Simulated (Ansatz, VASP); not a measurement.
**NiI in VASP and in Ansatz**

```xyz
4
Lattice="4.1351 0.0000 0.0000 -2.0675 3.5811 0.0000 0.0000 0.0000 7.0073" Properties=species:S:1:pos:R:3 pbc="T T T"
I     2.0675    1.1937    3.5400
I     0.0000    2.3874    0.0363
Ni    2.0675    1.1937    6.0950
Ni    0.0000    2.3874    2.5914
```

Alike in both runs: task single point; functional PBE; k mesh 8 × 8 × 4; occupations fermi-dirac, width 0.05 eV; collinear spin.

|  | VASP | Ansatz |
| --- | --- | --- |
| version | VASP 6.6.1 | Ansatz 0.2.0 |
| potentials or method | VASP PAW PBE potentials, release 64 (I, Ni) | Ansatz PAW |
| plane-wave cutoff (eV) | 520 | 420 |
| valence electrons in the cell | 34 | 70 |

Ansatz gave:

| Quantity | Value |
| --- | --- |
| gap on the k mesh at the Fermi level (eV) | none |
| pressure (GPa) | -1.9 |
| traceless stress, the component that is largest in VASP (GPa) | -0.15 |
| rms of the force components (eV/Å) | 0.028 |
| net moment per atom (μB) | 0.29 |
| size of the moment on the site where the two differ most (μB) | 0.50 |

**Question.** Estimate VASP's values.

**Answer.** gap on the k mesh at the Fermi level (eV): none; pressure (GPa): -1.9; traceless stress, the component that is largest in VASP (GPa): -0.15; rms of the force components (eV/Å): 0.028; net moment per atom (μB): 0.29; size of the moment on the site where the two differ most (μB): 0.48.

Site moments also hang on the region over which each program counts them. Atom by atom the forces differ by 0.000 eV/Å (rms over components). A gap of «none» marks a metal or a gap that the smearing closes. The functional is the same, so the differences come from potentials, cutoffs and numerics. VASP's potentials hold 34 valence electrons a cell and Ansatz's 70, so a difference there can come from the potentials and not from the codes.

Spin-orbit coupling is off throughout.
